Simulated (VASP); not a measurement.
# Si2W (x) (P6_222) in VASP: single point with LDA

Aim: the single point of Si2W (x) with LDA.

All numbers are computed with VASP 6.6.1; they aren't measurements. Logs are shortened: lines on timing, memory, paths and dates and some standing lists are left out, and cuts for length are marked.

**1. The cell of the first run**

It takes space group P6_222 (No. 180, hexagonal). Conventional cell: a = 4.617 Å, b = 4.617 Å, c = 6.653 Å, α = 90.00°, β = 90.00°, γ = 120.00°. Si (site symmetry 2) has 9 Si at 2.58 to 3.23 Å and 5 W at 2.59 to 2.69 Å within 3.4 Å. W (site symmetry 222) has 10 Si at 2.59 to 2.69 Å and 4 W at 3.20 Å within 3.4 Å.

**2. Single point, LDA**

Contents of INCAR:

```
SYSTEM = Si2W
ALGO = Normal ; EDIFF = 1E-6
ENCUT = 500 ; GGA = CA
GGA_COMPAT = .False. ; ISIF = 2
ISMEAR = 0 ; LASPH = .True.
LCHARG = .True. ; LELF = .True.
LREAL = .False. ; LVHAR = .True.
LWAVE = .False. ; NBANDS = 43
NELM = 120 ; PREC = Accurate
SIGMA = 0.1
```

Contents of KPOINTS:

```
k-points
0
Gamma
  9 9 6
  0 0 0
```

Contents of POSCAR:

```
Si2W
1.0
    4.6168523820      0.0000000000      0.0000000000
   -2.3084261910      3.9983114483      0.0000000000
    0.0000000000      0.0000000000      6.6532220000
Si W
6 3
Direct
    0.8359129901      0.6718259802      0.5000000000
    0.1640870099      0.8359129901      0.8333333333
    0.6718259802      0.8359129901      0.1666666667
    0.1640870099      0.3281740198      0.5000000000
    0.8359129901      0.1640870099      0.8333333333
    0.3281740198      0.1640870099      0.1666666667
    0.0000000000      0.5000000000      0.1666666667
    0.5000000000      0.5000000000      0.8333333333
    0.5000000000      0.0000000000      0.5000000000
```

Potentials or basis: VASP PAW LDA potentials, release 64 (Si, W_sv).

Started as:

```sh
> cat potpaw_LDA.64/Si/POTCAR potpaw_LDA.64/W_sv/POTCAR > POTCAR
> mpirun -np 1 vasp_std > vasp.out
```

OUTCAR:

```text
SYSTEM = Si2W
   EDIFF = 1E-6
   ENCUT = 500
   GGA = CA
   ISIF = 2
   ISMEAR = 0
   LASPH = .True.
   LREAL = .False.
   NELM = 120
   PREC = Accurate

 ion  position               nearest neighbor table
   1  0.836  0.672  0.500-   2 2.58   3 2.58   7 2.59   8 2.59   4 2.62   9 2.66   9 2.66   9 2.69
                             4 2.69   4 2.69
   2  0.164  0.836  0.833-   1 2.58   6 2.58   9 2.59   7 2.59   5 2.62   8 2.66   8 2.66   8 2.69
                             5 2.69   5 2.69
   3  0.672  0.836  0.167-   1 2.58   5 2.58   9 2.59   8 2.59   6 2.62   7 2.66   7 2.66   7 2.69
                             6 2.69   6 2.69
   4  0.164  0.328  0.500-   5 2.58   6 2.58   7 2.59   8 2.59   1 2.62   9 2.66   9 2.66   9 2.69
                             1 2.69   1 2.69
   5  0.836  0.164  0.833-   4 2.58   3 2.58   9 2.59   7 2.59   2 2.62   8 2.66   8 2.66   8 2.69
                             2 2.69   2 2.69
   6  0.328  0.164  0.167-   4 2.58   2 2.58   9 2.59   8 2.59   3 2.62   7 2.66   7 2.66   7 2.69
                             3 2.69   3 2.69
   7  0.000  0.500  0.167-   1 2.59   4 2.59   2 2.59   5 2.59   6 2.66   3 2.66   6 2.66   3 2.66
                             3 2.69   6 2.69   9 3.20   9 3.20   8 3.20   8 3.20
   8  0.500  0.500  0.833-   1 2.59   4 2.59   3 2.59   6 2.59   5 2.66   2 2.66   2 2.66   5 2.66
                             5 2.69   2 2.69   9 3.20   9 3.20   7 3.20   7 3.20
   9  0.500  0.000  0.500-   2 2.59   3 2.59   5 2.59   6 2.59   4 2.66   4 2.66   1 2.66   1 2.66
                             4 2.69   1 2.69   7 3.20   8 3.20   8 3.20   7 3.20

  LATTYP: Found a hexagonal cell.
 ALAT       =     4.6168523820
 C/A-ratio  =     1.4410731489

  Lattice vectors:

 A1 = (   4.6168523820,   0.0000000000,   0.0000000000)
 A2 = (  -2.3084261910,   3.9983114483,   0.0000000000)
 A3 = (   0.0000000000,   0.0000000000,   6.6532220000)

Analysis of symmetry for initial positions (statically):
=====================================================================
 Subroutine PRICEL returns:
 Original cell was already a primitive cell.

 Routine SETGRP: Setting up the symmetry group for a
 hexagonal supercell.

 Subroutine GETGRP returns: Found 12 space group operations
 (whereof  4 operations were pure point group operations)
 out of a pool of 24 trial point group operations.

The static configuration has the point symmetry D_2 .
 The point group associated with its full space group is D_6 .

Analysis of symmetry for dynamics (positions and initial velocities):
=====================================================================
 Subroutine PRICEL returns:
 Original cell was already a primitive cell.

 Routine SETGRP: Setting up the symmetry group for a
 hexagonal supercell.

 Subroutine GETGRP returns: Found 12 space group operations
 (whereof  4 operations were pure point group operations)
 out of a pool of 24 trial point group operations.

The dynamic configuration has the point symmetry D_2 .
 The point group associated with its full space group is D_6 .

 Subroutine INISYM returns: Found 12 space group operations
 (whereof  4 operations are pure point group operations),
 and found     1 'primitive' translations

----------------------------------------------------------------------------------------

                                     Primitive cell

  volume of cell :     122.8159

  direct lattice vectors                    reciprocal lattice vectors
     4.616852382  0.000000000  0.000000000     0.216597785  0.125052790  0.000000000
    -2.308426191  3.998311448  0.000000000     0.000000000  0.250105579  0.000000000
     0.000000000  0.000000000  6.653222000     0.000000000  0.000000000  0.150303116

  length of vectors
     4.616852382  4.616852382  6.653222000     0.250105579  0.250105579  0.150303116

  position of ions in fractional coordinates (direct lattice)
     0.835912990  0.671825980  0.500000000
     0.164087010  0.835912990  0.833333333
     0.671825980  0.835912990  0.166666667
     0.164087010  0.328174020  0.500000000
     0.835912990  0.164087010  0.833333333
     0.328174020  0.164087010  0.166666667
     0.000000000  0.500000000  0.166666667
     0.500000000  0.500000000  0.833333333
     0.500000000  0.000000000  0.500000000

  ion indices of the primitive-cell ions
   primitive index   ion index
                 1           1
                 2           2
                 3           3
                 4           4
                 5           5
                 6           6
                 7           7
                 8           8
                 9           9

----------------------------------------------------------------------------------------

 KPOINTS: k-points

Automatic generation of k-mesh.
 Grid dimensions read from file:
 generate k-points for:    9    9    6

 Generating k-lattice:

  Cartesian coordinates                     Fractional coordinates (reciprocal lattice)
     0.024066421  0.013894754  0.000000000     0.111111111 -0.000000000  0.000000000
     0.000000000  0.027789509  0.000000000     0.000000000  0.111111111  0.000000000
     0.000000000  0.000000000  0.025050519     0.000000000  0.000000000  0.166666667

  Length of vectors
     0.027789509  0.027789509  0.025050519

  Shift w.r.t. Gamma in fractional coordinates (k-lattice)
     0.000000000  0.000000000  0.000000000

 Subroutine IBZKPT returns following result:
 ===========================================

 Found     48 irreducible k-points:

 Following reciprocal coordinates:
            Coordinates               Weight
  0.000000  0.000000  0.000000      1.000000
  0.111111  0.000000  0.000000      6.000000
  0.222222  0.000000  0.000000      6.000000
  0.333333  0.000000  0.000000      6.000000
  0.444444  0.000000  0.000000      6.000000
  0.111111  0.111111  0.000000      6.000000
[... 16 lines left out ...]
  0.333333  0.222222  0.166667     24.000000
  0.333333  0.333333  0.166667      4.000000
 [... further k-points ...]
   k-points           NKPTS =     48   k-points in BZ     NKDIM =     48   number of bands    NBANDS=     43
   number of dos      NEDOS =    301   number of ions     NIONS =      9
   total plane-waves  NPLWV =  64800
   dimension x,y,z NGX =    36 NGY =   36 NGZ =   50
   dimension x,y,z NGXF=    72 NGYF=   72 NGZF=  100
   ions per type =               6   3
   NGX,Y,Z   is equivalent  to a cutoff of  12.96, 12.96, 12.49 a.u.
   NGXF,Y,Z  is equivalent  to a cutoff of  25.93, 25.93, 24.99 a.u.
 SYSTEM =  Si2W
   PREC   = accura    normal or accurate (medium, high low for compatibility)
   ISTART =      0    job   : 0-new  1-cont  2-samecut
   ICHARG =      2    charge: 1-file 2-atom 10-const
   ISPIN  =      1    spin polarized calculation?
   LNONCOLLINEAR =      F non collinear calculations
   LSORBIT =      F    spin-orbit coupling
   LASPH  =      T    aspherical Exc in radial PAW
   ENCUT  =  500.0 eV  36.75 Ry    6.06 a.u.   8.42  8.42 12.13*2*pi/ulx,y,z
   NELM   =    120;   NELMIN=  2; NELMDL= -5     # of ELM steps
   EDIFF  = 0.1E-05   stopping-criterion for ELM
   LREAL  =      F    real-space projection
   EDIFFG = 0.1E-04   stopping-criterion for IOM
   NSW    =      0    number of steps for IOM
   IBRION =     -1    ionic relax: 0-MD 1-quasi-New 2-CG
   NFREE  =      0    steps in history (QN), initial steepest desc. (CG)
   ISIF   =      2    stress and relaxation
   ISYM   =      2    0-nonsym 1-usesym 2-fastsym
   POTIM  = 0.5000    time-step for ionic-motion
   TEBEG  =    0.0;   TEEND  =   0.0 temperature during run
   PSTRESS=    0.0 pullay stress
   NELECT =      66.0000    total number of electrons
   NUPDOWN=      -1.0000    fix difference up-down
   EMIN   =  10.00;   EMAX   =-10.00  energy-range for DOS
   EFERMI =   0.00;   METHOD = LEGACY
   ISMEAR =     0;   SIGMA  =   0.10  broadening in eV -4-tet -1-fermi 0-gaus
   EFERMI_NEDOS =   21; number of points for ismear=-14 and -15
   IALGO  =     38    algorithm
   IMIX   =      4    mixing-type and parameters
     AMIX     =   0.40;   BMIX     =  1.00
     AMIX_MAG =   1.60;   BMIX_MAG =  1.00
  volume/ion in A,a.u.               =      13.65        92.09
  Fermi-wavevector in a.u.,A,eV,Ry     =   1.330979  2.515186 24.102797  1.771506
  Thomas-Fermi vector in A             =   2.460025
   LORBIT       =      0    0 simple, 1 ext, 2 COOP (PROOUT), +10 PAW based schemes
   GGA     = CA    functional components
   LHFCALC =     F    Hartree Fock is set to
   AEXX    =    0.0000 exact exchange contribution
   IVDW    =     0    specifies the selected vdW correction
   LEPSILON=     F    determine dielectric tensor
   LRPA    =     F    only Hartree local field effects (RPA)
 non-spin polarized calculation
 Gauss-broadening in eV      SIGMA  =   0.10
  energy-cutoff  :      500.00
  volume of cell :      122.82
 maximum number of plane-waves:      3162
 NGX is ok and might be reduce to    36
   NGX = 17   NGY = 17   NGZ = 25

 number of electron      66.0000007 magnetization

 Free energy of the ion-electron system (eV)
  ---------------------------------------------------
  ext. energy  EPLUGINS =         0.00000000
  ---------------------------------------------------
  free energy    TOTEN  =       -81.35178619 eV

  energy without entropy =      -81.35060856  energy(sigma->0) =      -81.35119738

 E-fermi :  12.2940     XC(G=0): -12.5873

 val. band max:       12.2346118575   @ k =   0.4444   0.0000   0.5000
 cond. band min:      12.3535159164   @ k =   0.4444   0.0000   0.0000
 fundamental gap:      0.1189040589
 Fermi energy:        12.2940285609

 k-point     1 :       0.0000    0.0000    0.0000
  band No.  band energies     occupation
      1     -61.6146      2.00000
      2     -61.6024      2.00000
      3     -61.6024      2.00000
      4     -26.2364      2.00000
      5     -26.2328      2.00000
      6     -26.2328      2.00000
[... 35 lines left out ...]
     42      15.1307      0.00000
     43      15.5910      0.00000

 k-point     2 :       0.1111    0.0000    0.0000
  band No.  band energies     occupation
      1     -61.6142      2.00000
      2     -61.6027      2.00000
      3     -61.6024      2.00000
      4     -26.2503      2.00000
      5     -26.2365      2.00000
      6     -26.2219      2.00000
[... 1004 lines left out ...]
 k-point    24 :       0.3333    0.3333    0.1667
  band No.  band energies     occupation
      1     -61.6095      2.00000
      2     -61.6071      2.00000
      3     -61.6026      2.00000
      4     -26.2784      2.00000
      5     -26.2542      2.00000
      6     -26.2371      2.00000
[... 35 lines left out ...]
     42      15.3213      0.00000
     43      15.5022      0.00000

 [... further k-points ...]
[... 5 lines left out ...]
  --------------------------------------------------------------------------------------
  -------------------------------------------------------------------------------------
  Total       -6.4549278     -6.4549278     -6.7473682      0.0000000      0.0000000      0.0000000
  in kB      -84.2068360    -84.2068360    -88.0218253      0.0000000      0.0000000      0.0000000
  external PRESSURE =     -85.4784991 kB  Pullay stress =       0.0000000 kB

 VOLUME and BASIS-vectors are now :
 -----------------------------------------------------------------------------
  energy-cutoff  :      500.00
  volume of cell :      122.82
      direct lattice vectors                 reciprocal lattice vectors
     4.616852382  0.000000000  0.000000000     0.216597785  0.125052790  0.000000000
    -2.308426191  3.998311448  0.000000000     0.000000000  0.250105579  0.000000000
     0.000000000  0.000000000  6.653222000     0.000000000  0.000000000  0.150303116

 POSITION                                       TOTAL-FORCE (eV/Angst)
 -----------------------------------------------------------------------------------
      2.30843      2.68617      3.32661         0.000000      0.006520      0.000000
     -1.17208      3.34224      5.54435        -0.005646      0.003260     -0.000000
      1.17208      3.34224      1.10887         0.005646      0.003260      0.000000
      0.00000      1.31214      3.32661         0.000000     -0.006520      0.000000
      3.48050      0.65607      5.54435         0.005646     -0.003260     -0.000000
      1.13635      0.65607      1.10887        -0.005646     -0.003260     -0.000000
     -1.15421      1.99916      1.10887         0.000000     -0.000000      0.000000
      1.15421      1.99916      5.54435         0.000000     -0.000000      0.000000
      2.30843      0.00000      3.32661         0.000000     -0.000000      0.000000
 -----------------------------------------------------------------------------------
    total drift:                               -0.000000     -0.000000      0.000000

  FREE ENERGIE OF THE ION-ELECTRON SYSTEM (eV)
  ---------------------------------------------------
  free  energy   TOTEN  =       -81.3517861945 eV

  energy  without entropy=      -81.3506085647  energy(sigma->0) =      -81.35119738
```

Run time: 8 min. Hardware: 1 thread of Intel Xeon 8259CL, shared host; peak memory 0.31 GiB.

Results:

* Free energy: -81.3518 eV
* Pressure: -8.5 GPa
* Largest force: 0.007 eV/Å
* Band gap on the k mesh: 0.12 eV, indirect (least direct gap 0.62 eV)

Forces on the atoms (eV/Å):
```
Si   0.000  0.007  0.000
Si  -0.006  0.003  0.000
Si   0.006  0.003  0.000
Si   0.000 -0.007  0.000
Si   0.006 -0.003  0.000
Si  -0.006 -0.003  0.000
W    0.000  0.000  0.000
W    0.000  0.000  0.000
W    0.000  0.000  0.000
```

Caveat: spin-orbit coupling is left out, which moves the levels of the heavy elements.
